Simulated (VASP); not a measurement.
Write the native input for VASP 6.6.1 that does the following.

```
Task                   : electric field gradients
Functional             : PBEsol
Potentials or basis    : VASP PAW PBE potentials, release 64 (Cd, Se)
Cutoff                 : 520 eV
k mesh                 : 11 × 11 × 11
Occupations            : fermi-dirac, width 0.05 eV
Spin                   : no spin polarisation
Dipole correction      : no
Further INCAR settings : ALGO = Normal; EDIFF = 1e-08; NBANDS = 16
```

The structure of CdSe lies in POSCAR:

```
CdSe
1.0
    0.0000000000      2.8929913891      2.8929913891
    2.8929913891      0.0000000000      2.8929913891
    2.8929913891      2.8929913891      0.0000000000
Cd Se
1 1
Direct
    0.0000000000      0.0000000000      0.0000000000
    0.5000000000      0.5000000000      0.5000000000
```

This cell differs from its parent crystal: volume scaled by 1.02.

The input as run:

INCAR

```
SYSTEM = CdSe
ALGO = Normal
EDIFF = 1E-8
ENCUT = 520
GGA = PS
ISIF = 2
ISMEAR = -1
LASPH = .TRUE.
LCHARG = .FALSE.
LEFG = .TRUE.
LREAL = .FALSE.
LWAVE = .FALSE.
NBANDS = 16
NELM = 80
PREC = Accurate
SIGMA = 0.05
```

KPOINTS

```
k-points
0
G
  11 11 11
  0 0 0
```

Potentials or basis: VASP PAW PBE potentials, release 64 (Cd, Se).

Launch:

```bash
$ cat potpaw_PBE.64/Cd/POTCAR potpaw_PBE.64/Se/POTCAR > POTCAR
$ mpirun -np 1 vasp_std > vasp.out
```

It gave:

The pressure is -4.5 GPa and the band gap on the k mesh is zero (band 9 reaches 1.95 eV, above the bottom of band 10 at 1.54 eV).

Caveat: without QUAD_EFG the Cq values of the log hold for a quadrupole moment of 1 mb, not for the nuclei; the PAW data sets were made with another functional, which shifts forces and pressure a little.

Run time: 56 s on 1 thread of AMD EPYC 7R43 64-Core Processor (Zen 3), with other jobs on the host, peak memory 0.16 GiB.
